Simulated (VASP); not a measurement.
Crystal: BaTiO3.

```
Ba Ti O
1.0
     4.00730    0.00000    0.00000
     0.00000    4.00730    0.00000
     0.00000    0.00000    8.01460
Ba Ti O
2 2 6
Direct
  0.57741 0.59500 0.23992
  0.51332 0.45608 0.76365
  0.03541 0.99821 0.01324
  0.94999 0.97117 0.51853
  0.56907 0.92563 0.97977
  0.42933 0.96655 0.50053
  0.96890 0.59557 0.98415
  0.95413 0.46286 0.52367
  0.96185 0.01025 0.22399
  0.04058 0.01868 0.75255
```

Base run:

| Item | Value |
| --- | --- |
| Program | VASP 6.6.1 |
| Functional | LDA |
| Potentials or basis | VASP PAW LDA potentials, release 64 (Ba_sv, Ti_sv, O) |
| Cutoff | 600 eV |
| k mesh | 7 × 7 × 4 |
| Occupations | fermi-dirac, width 0.05 eV |
| Spin | no spin polarisation |

Its results: band gap on the k mesh 1.42 eV; pressure 10.0 GPa; largest force 7.592 eV/Å.

Task: The run is repeated on the same cell with these changes: functional from LDA to PBEsol; potentials or basis from VASP PAW LDA potentials, release 64 (Ba_sv, Ti_sv, O) to VASP PAW PBE potentials, release 64 (Ba_sv, Ti_sv, O); cutoff from 600 eV to 520 eV. What comes out?

Result: Band gap on the k mesh 1.45 eV; pressure 14.6 GPa; largest force 7.784 eV/Å.

Caveats: spin-orbit coupling is left out, which moves the levels of the heavy elements; the stress differs along the axes, from 6 to 12 GPa (at least some runs); forces of over 1 eV/Å act on the atoms, so gaps and moduli don't describe the material at rest (at least some runs); the stress differs along the axes, from 11 to 17 GPa (at least some runs); the PAW data sets were made with another functional, which shifts forces and pressure a little (at least some runs).

A k mesh can miss the band edges.
